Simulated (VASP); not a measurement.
# ZnO: single point with r2SCAN+rVV10

Crystal: ZnO.

```
Zn O
1.0
     3.24931    0.00000    0.00000
    -1.62465    2.81398    0.00000
     0.00000    0.00000    5.20571
Zn O
2 2
Direct
  0.66667 0.33333 0.00000
  0.33333 0.66667 0.50000
  0.33333 0.66667 0.87901
  0.66667 0.33333 0.37901
```

```yaml
Program: VASP 6.6.1
Task: single point
Functional: r2SCAN
Dispersion: rVV10
Potentials_or_basis: VASP PAW PBE potentials, release 64 (Zn, O)
Cutoff: 520 eV
k_mesh: 9 × 9 × 5
Occupations: gaussian, width 0.1 eV
Spin: no spin polarisation
Dipole_correction: no
Further_INCAR_settings: ALGO = Normal; EDIFF = 1e-07; NBANDS = 26
```

The pressure is -1.4 GPa, the largest force is 0.086 eV/Å and the band gap on the k mesh is 1.17 eV.

Forces on the atoms (eV/Å):
```
Zn   0.000  0.000 -0.086
Zn   0.000  0.000 -0.086
O    0.000  0.000  0.086
O    0.000  0.000  0.086
```

Stress tensor (GPa, compression positive):
```
-1.99  0.00  0.00
 0.00 -1.99  0.00
 0.00  0.00 -0.23
```

Levels at points of the mesh, in eV from the valence-band top:
| k point | band 16 | band 17 | band 18 | band 19 | band 20 | band 21 |
| --- | --- | --- | --- | --- | --- | --- |
| (0.00, 0.00, 0.00) | -0.08 | 0.00 | 0.00 | 1.17 | 5.79 | 8.80 |

It took 5.5 min on 1 thread of AMD EPYC 7R13 (shared host), peak memory 0.26 GiB.

Caveat: the PAW data sets were made with another functional, which shifts forces and pressure a little. r2SCAN opens gaps a little over a GGA but as a rule still falls short of measured ones.
